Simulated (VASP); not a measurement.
# ZnW4Se8 in VASP: a series of runs

Runs on ZnW4Se8. Level: PBE+D3(BJ). Tasks: single point.

Program: VASP 6.6.1. These are calculated values, not measurements. Logs are shortened: lines on timing, memory, paths and dates and some standing lists are left out, and cuts for length are marked.

## 1. The cell of the first run

The cell holds a slab with vacuum, 13 atoms: a = 3.279 Å, b = 3.279 Å, c = 41.552 Å, α = 90.00°, β = 90.00°, γ = 120.00°.

## 2. Single point, PBE+D3(BJ)

File INCAR:

```
SYSTEM = ZnW4Se8
PREC = Accurate
ENCUT = 520
EDIFF = 1E-7
ISMEAR = 0
SIGMA = 0.05
LREAL = .False.
LASPH = .True.
NELM = 80
ALGO = Normal
ISIF = 2
LWAVE = .False.
LCHARG = .True.
LDIPOL = .True.
IDIPOL = 3
DIPOL = 0.5 0.5 0.503
GGA = PE
IVDW = 12
LELF = .True.
LVHAR = .True.
LVACPOTAV = .True.
NBANDS = 70
```

File KPOINTS:

```
Automatic mesh
0
Gamma
  9 9 1
  0 0 0
```

File POSCAR:

```
ZnW4Se8
1.0
    3.2790275570      0.0000000000      0.0000000000
   -1.6395137785      2.8397211641      0.0000000000
    0.0000000000      0.0000000000     41.5516615569
Se W Zn
8 4 1
Direct
    0.3333333333      0.6666666667      0.2045646235
    0.3333333333      0.6666666667      0.2856382703
    0.6666666667      0.3333333333      0.3584527080
    0.6666666667      0.3333333333      0.4395263549
    0.3333333333      0.6666666667      0.5121755639
    0.3333333333      0.6666666667      0.5932404624
    0.6666666667      0.3333333333      0.6660970954
    0.6666666667      0.3333333333      0.7471924878
    0.6666666667      0.3333333333      0.2451014469
    0.3333333333      0.6666666667      0.3989895314
    0.6666666667      0.3333333333      0.5527163756
    0.3333333333      0.6666666667      0.7066594468
    0.6666666667      0.3333333333      0.8316697039
```

Potentials or basis: VASP PAW PBE potentials, release 64 (Se, W_sv, Zn).

Command:

```
$ cat potpaw_PBE.64/Se/POTCAR potpaw_PBE.64/W_sv/POTCAR potpaw_PBE.64/Zn/POTCAR > POTCAR
$ mpirun -np 1 vasp_std > vasp.out
```

OUTCAR:

```text
SYSTEM = ZnW4Se8
   PREC = Accurate
   ENCUT = 520
   EDIFF = 1E-7
   ISMEAR = 0
   LREAL = .False.
   LASPH = .True.
   NELM = 80
   ISIF = 2
   GGA = PE
   IVDW = 12
 IVDW          = 12

 ion  position               nearest neighbor table
   1  0.333  0.667  0.205-   9 2.53   9 2.53   9 2.53
   2  0.333  0.667  0.286-   9 2.53   9 2.53   9 2.53
   3  0.667  0.333  0.358-  10 2.53  10 2.53  10 2.53
   4  0.667  0.333  0.440-  10 2.53  10 2.53  10 2.53
   5  0.333  0.667  0.512-  11 2.53  11 2.53  11 2.53
   6  0.333  0.667  0.593-  11 2.53  11 2.53  11 2.53
   7  0.667  0.333  0.666-  12 2.53  12 2.53  12 2.53
   8  0.667  0.333  0.747-  12 2.53  12 2.53  12 2.53
   9  0.667  0.333  0.245-   2 2.53   1 2.53   2 2.53   1 2.53   2 2.53   1 2.53
  10  0.333  0.667  0.399-   3 2.53   3 2.53   3 2.53   4 2.53   4 2.53   4 2.53
  11  0.667  0.333  0.553-   6 2.53   6 2.53   6 2.53   5 2.53   5 2.53   5 2.53
  12  0.333  0.667  0.707-   8 2.53   8 2.53   8 2.53   7 2.53   7 2.53   7 2.53
  13  0.667  0.333  0.832-

  LATTYP: Found a hexagonal cell.
 ALAT       =     3.2790275570
 C/A-ratio  =    12.6719464337

  Lattice vectors:

 A1 = (   3.2790275570,   0.0000000000,   0.0000000000)
 A2 = (  -1.6395137785,   2.8397211641,   0.0000000000)
 A3 = (   0.0000000000,   0.0000000000,  41.5516615569)

Analysis of symmetry for initial positions (statically):
=====================================================================
 Subroutine PRICEL returns:
 Original cell was already a primitive cell.

 Routine SETGRP: Setting up the symmetry group for a
 hexagonal supercell.

 Subroutine GETGRP returns: Found  6 space group operations
 (whereof  6 operations were pure point group operations)
 out of a pool of 24 trial point group operations.

The static configuration has the point symmetry C_3v.

Analysis of symmetry for dynamics (positions and initial velocities):
=====================================================================
 Subroutine PRICEL returns:
 Original cell was already a primitive cell.

 Routine SETGRP: Setting up the symmetry group for a
 hexagonal supercell.

 Subroutine GETGRP returns: Found  6 space group operations
 (whereof  6 operations were pure point group operations)
 out of a pool of 24 trial point group operations.

The dynamic configuration has the point symmetry C_3v.

 Subroutine INISYM returns: Found  6 space group operations
 (whereof  6 operations are pure point group operations),
 and found     1 'primitive' translations

----------------------------------------------------------------------------------------

                                     Primitive cell

  volume of cell :     386.9093

  direct lattice vectors                    reciprocal lattice vectors
     3.279027557  0.000000000  0.000000000     0.304968465  0.176073625  0.000000000
    -1.639513779  2.839721164  0.000000000     0.000000000  0.352147250  0.000000000
     0.000000000  0.000000000 41.551661557     0.000000000  0.000000000  0.024066426

  length of vectors
     3.279027557  3.279027557 41.551661557     0.352147250  0.352147250  0.024066426

  position of ions in fractional coordinates (direct lattice)
     0.333333333  0.666666667  0.204564623
     0.333333333  0.666666667  0.285638270
     0.666666667  0.333333333  0.358452708
     0.666666667  0.333333333  0.439526355
     0.333333333  0.666666667  0.512175564
     0.333333333  0.666666667  0.593240462
     0.666666667  0.333333333  0.666097095
     0.666666667  0.333333333  0.747192488
     0.666666667  0.333333333  0.245101447
     0.333333333  0.666666667  0.398989531
     0.666666667  0.333333333  0.552716376
     0.333333333  0.666666667  0.706659447
     0.666666667  0.333333333  0.831669704

  ion indices of the primitive-cell ions
   primitive index   ion index
                 1           1
                 2           2
                 3           3
                 4           4
                 5           5
                 6           6
                 7           7
                 8           8
                 9           9
                10          10
                11          11
                12          12
                13          13

----------------------------------------------------------------------------------------

 KPOINTS: Automatic mesh

Automatic generation of k-mesh.
 Grid dimensions read from file:
 generate k-points for:    9    9    1

 Generating k-lattice:

  Cartesian coordinates                     Fractional coordinates (reciprocal lattice)
     0.033885385  0.019563736  0.000000000     0.111111111 -0.000000000  0.000000000
     0.000000000  0.039127472  0.000000000     0.000000000  0.111111111  0.000000000
     0.000000000  0.000000000  0.024066426     0.000000000  0.000000000  1.000000000

  Length of vectors
     0.039127472  0.039127472  0.024066426

  Shift w.r.t. Gamma in fractional coordinates (k-lattice)
     0.000000000  0.000000000  0.000000000

 Subroutine IBZKPT returns following result:
 ===========================================

 Found     12 irreducible k-points:

 Following reciprocal coordinates:
            Coordinates               Weight
  0.000000  0.000000  0.000000      1.000000
  0.111111  0.000000  0.000000      6.000000
  0.222222  0.000000  0.000000      6.000000
  0.333333  0.000000  0.000000      6.000000
  0.444444  0.000000  0.000000      6.000000
  0.111111  0.111111  0.000000      6.000000
  0.222222  0.111111  0.000000     12.000000
  0.333333  0.111111  0.000000     12.000000
  0.444444  0.111111  0.000000      6.000000
  0.222222  0.222222  0.000000      6.000000
  0.333333  0.222222  0.000000     12.000000
  0.333333  0.333333  0.000000      2.000000
   k-points           NKPTS =     12   k-points in BZ     NKDIM =     12   number of bands    NBANDS=     70
   number of dos      NEDOS =    301   number of ions     NIONS =     13
   total plane-waves  NPLWV = 184320
   dimension x,y,z NGX =    24 NGY =   24 NGZ =  320
   dimension x,y,z NGXF=    48 NGYF=   48 NGZF=  640
   ions per type =               8   4   1
   NGX,Y,Z   is equivalent  to a cutoff of  12.17, 12.17, 12.80 a.u.
   NGXF,Y,Z  is equivalent  to a cutoff of  24.34, 24.34, 25.61 a.u.
 SYSTEM =  ZnW4Se8
   PREC   = accura    normal or accurate (medium, high low for compatibility)
   ISTART =      0    job   : 0-new  1-cont  2-samecut
   ICHARG =      2    charge: 1-file 2-atom 10-const
   ISPIN  =      1    spin polarized calculation?
   LNONCOLLINEAR =      F non collinear calculations
   LSORBIT =      F    spin-orbit coupling
   LASPH  =      T    aspherical Exc in radial PAW
   ENCUT  =  520.0 eV  38.22 Ry    6.18 a.u.   6.10  6.10 77.26*2*pi/ulx,y,z
   NELM   =     80;   NELMIN=  2; NELMDL= -5     # of ELM steps
   EDIFF  = 0.1E-06   stopping-criterion for ELM
   LREAL  =      F    real-space projection
   EDIFFG = 0.1E-05   stopping-criterion for IOM
   NSW    =      0    number of steps for IOM
   IBRION =     -1    ionic relax: 0-MD 1-quasi-New 2-CG
   NFREE  =      0    steps in history (QN), initial steepest desc. (CG)
   ISIF   =      2    stress and relaxation
   ISYM   =      2    0-nonsym 1-usesym 2-fastsym
   POTIM  = 0.5000    time-step for ionic-motion
   TEBEG  =    0.0;   TEEND  =   0.0 temperature during run
   PSTRESS=    0.0 pullay stress
   NELECT =     116.0000    total number of electrons
   NUPDOWN=      -1.0000    fix difference up-down
   EMIN   =  10.00;   EMAX   =-10.00  energy-range for DOS
   EFERMI =   0.00;   METHOD = LEGACY
   ISMEAR =     0;   SIGMA  =   0.05  broadening in eV -4-tet -1-fermi 0-gaus
   EFERMI_NEDOS =   21; number of points for ismear=-14 and -15
   IALGO  =     38    algorithm
   IMIX   =      4    mixing-type and parameters
     AMIX     =   0.40;   BMIX     =  1.00
     AMIX_MAG =   1.60;   BMIX_MAG =  1.00
  volume/ion in A,a.u.               =      29.76       200.85
  Fermi-wavevector in a.u.,A,eV,Ry     =   1.095699  2.070570 16.334548  1.200555
  Thomas-Fermi vector in A             =   2.232027
   LORBIT       =      0    0 simple, 1 ext, 2 COOP (PROOUT), +10 PAW based schemes
   GGA     = PE    functional components
   LHFCALC =     F    Hartree Fock is set to
   AEXX    =    0.0000 exact exchange contribution
   IVDW    =    12    specifies the selected vdW correction
   LEPSILON=     F    determine dielectric tensor
   LRPA    =     F    only Hartree local field effects (RPA)
 non-spin polarized calculation
 Gauss-broadening in eV      SIGMA  =   0.05
  energy-cutoff  :      520.00
  volume of cell :      386.91
 maximum number of plane-waves:     10518
   NGX = 13   NGY = 13   NGZ =155

 dipolmoment           0.000000      0.000000      0.000010 electrons x Angstroem

 number of electron     115.9999999 magnetization

 dipolmoment           0.000000      0.000000     -0.011276 electrons x Angstroem

 Free energy of the ion-electron system (eV)
  ---------------------------------------------------
  ext. energy  EPLUGINS =         0.00000000
  ---------------------------------------------------
  free energy    TOTEN  =       -86.54794803 eV

  energy without entropy =      -86.54647111  energy(sigma->0) =      -86.54720957

 E-fermi :   3.4810     XC(G=0):  -7.6403

 val. band max:        3.4568532859   @ k =   0.3333   0.3333   0.0000
 cond. band min:       3.5424009676   @ k =   0.2222   0.1111   0.0000
 fundamental gap:      0.0855476817
 Fermi energy:         3.4809974655

 k-point     1 :       0.0000    0.0000    0.0000
  band No.  band energies     occupation
      1     -71.9617      2.00000
      2     -71.8545      2.00000
      3     -71.8080      2.00000
      4     -71.7936      2.00000
      5     -36.2165      2.00000
      6     -36.1061      2.00000
[... 62 lines left out ...]
     69       5.2313      0.00000
     70       5.2932      0.00000
[... 801 lines left out ...]
     69       5.5489      0.00000
     70       5.5732      0.00000

------------------------ aborting loop because EDIFF is reached ----------------------------------------

 Edisp (eV)   -5.64205

 E8    (eV) :    -2.5392

  FORCE on cell =-STRESS in cart. coord.  units (eV):
  Direction    XX          YY          ZZ          XY          YZ          ZX
  --------------------------------------------------------------------------------------
  -------------------------------------------------------------------------------------
  Total       2.94240     2.94240     0.72648     0.00000     0.00000     0.00000
  in kB      12.18439    12.18439     3.00833     0.00000     0.00000     0.00000
  external pressure =        9.13 kB  Pullay stress =        0.00 kB

 VOLUME and BASIS-vectors are now :
 -----------------------------------------------------------------------------
  energy-cutoff  :      520.00
  volume of cell :      386.91
      direct lattice vectors                 reciprocal lattice vectors
     3.279027557  0.000000000  0.000000000     0.304968465  0.176073625  0.000000000
    -1.639513779  2.839721164  0.000000000     0.000000000  0.352147250  0.000000000
     0.000000000  0.000000000 41.551661557     0.000000000  0.000000000  0.024066426

 POSITION                                       TOTAL-FORCE (eV/Angst)
 -----------------------------------------------------------------------------------
     -0.00000      1.89315      8.50000        -0.000000      0.000000     -0.079543
     -0.00000      1.89315     11.86874         0.000000      0.000000      0.066789
      1.63951      0.94657     14.89431         0.000000      0.000000     -0.048764
      1.63951      0.94657     18.26305        -0.000000      0.000000      0.044621
     -0.00000      1.89315     21.28175        -0.000000      0.000000     -0.050704
     -0.00000      1.89315     24.65013         0.000000     -0.000000      0.055707
      1.63951      0.94657     27.67744        -0.000000     -0.000000     -0.060964
      1.63951      0.94657     31.04709         0.000000      0.000000      0.029629
      1.63951      0.94657     10.18437         0.000000     -0.000000      0.008514
     -0.00000      1.89315     16.57868        -0.000000      0.000000      0.001740
      1.63951      0.94657     22.96628         0.000000     -0.000000      0.000860
     -0.00000      1.89315     29.36287        -0.000000      0.000000      0.029206
      1.63951      0.94657     34.55726        -0.000000      0.000000      0.002909
 -----------------------------------------------------------------------------------
    total drift:                               -0.000000     -0.000000      0.002511

  FREE ENERGIE OF THE ION-ELECTRON SYSTEM (eV)
  ---------------------------------------------------
  free  energy   TOTEN  =       -92.1899952218 eV

  energy  without entropy=      -92.1885183051  energy(sigma->0) =      -92.18925676

 vacuum level on the upper side and lower side of the slab         7.074         7.294
```

Wall time 8.6 min (1 thread of Intel Xeon 6975P-C (Granite Rapids), shared host); peak memory 0.59 GiB.

What came out:

| Quantity | Value |
| --- | --- |
| Free energy | -92.1900 eV |
| Largest force | 0.080 eV/Å |
| Band gap on the k mesh | 0.09 eV (least direct gap 0.29 eV) |
| Dispersion energy per atom | -0.434 eV |

Forces in eV/Å, atoms in the order of the input:
```
Se   0.000  0.000 -0.080
Se   0.000  0.000  0.067
Se   0.000  0.000 -0.049
Se   0.000  0.000  0.045
Se   0.000  0.000 -0.051
Se   0.000  0.000  0.056
Se   0.000  0.000 -0.061
Se   0.000  0.000  0.030
W    0.000  0.000  0.009
W    0.000  0.000  0.002
W    0.000  0.000  0.001
W    0.000  0.000  0.029
Zn   0.000  0.000  0.003
```

Caveat: spin-orbit coupling is left out, which moves the levels of the heavy elements.

## 3. Single point, PBE+D3(BJ)

File INCAR:

```
SYSTEM = ZnW4Se8
PREC = Accurate
ENCUT = 520
EDIFF = 1E-7
ISMEAR = 0
SIGMA = 0.05
LREAL = .FALSE.
LASPH = .TRUE.
NELM = 100
ALGO = Normal
ISIF = 2
LWAVE = .FALSE.
LCHARG = .FALSE.
LDIPOL = .TRUE.
IDIPOL = 3
DIPOL = 0.5 0.5 0.503
GGA = PE
IVDW = 12
NBANDS = 70
```

File KPOINTS:

```
Automatic mesh
0
G
  9 9 1
  0 0 0
```

File POSCAR:

```
ZnW4Se8
1.0
    3.2790275570      0.0000000000      0.0000000000
   -1.6395137785      2.8397211641      0.0000000000
    0.0000000000      0.0000000000     41.5516615569
Se W Zn
8 4 1
Direct
    0.3333333333      0.6666666667      0.2045646235
    0.3333333333      0.6666666667      0.2856382703
    0.6666666667      0.3333333333      0.3584527080
    0.6666666667      0.3333333333      0.4395263549
    0.3333333333      0.6666666667      0.5124932194
    0.3333333333      0.6666666667      0.5935651447
    0.6666666667      0.3333333333      0.6661483253
    0.6666666667      0.3333333333      0.7472704149
    0.6666666667      0.3333333333      0.2451014469
    0.3333333333      0.6666666667      0.3989895314
    0.6666666667      0.3333333333      0.5530312052
    0.3333333333      0.6666666667      0.7067379456
    0.0000000000      0.0000000000      0.8253850398
```

Potentials or basis: VASP PAW PBE potentials, release 64 (Se, W_sv, Zn).

Command:

```
$ cat potpaw_PBE.64/Se/POTCAR potpaw_PBE.64/W_sv/POTCAR potpaw_PBE.64/Zn/POTCAR > POTCAR
$ mpirun -np 1 vasp_std > vasp.out
```

It took 8.2 min on 1 thread of Intel Xeon 6975P-C (Granite Rapids), shared host; peak memory 0.61 GiB.

Results (log left out):

| Quantity | Value |
| --- | --- |
| Free energy | -92.2341 eV |
| Largest force | 0.079 eV/Å |
| Band gap on the k mesh | 0.16 eV (least direct gap 0.45 eV) |
| Dispersion energy per atom | -0.436 eV |

Forces in eV/Å, atoms in the order of the input:
```
Se   0.000  0.000 -0.079
Se   0.000  0.000  0.066
Se   0.000  0.000 -0.046
Se   0.000  0.000  0.050
Se   0.000  0.000 -0.052
Se   0.000  0.000  0.044
Se   0.000  0.000 -0.037
Se   0.000  0.000  0.043
W    0.000  0.000  0.009
W    0.000  0.000  0.002
W    0.000  0.000 -0.002
W    0.000  0.000 -0.001
Zn   0.000  0.000  0.003
```

Levels at points of the mesh, in eV from the valence-band top:
```tsv
k point	band 56	band 57	band 58	band 59	band 60	band 61
(0.00, 0.00, 0.00)	-1.40	-1.10	-0.95	1.21	1.71	1.71
```

Caveat: spin-orbit coupling is left out, which moves the levels of the heavy elements.
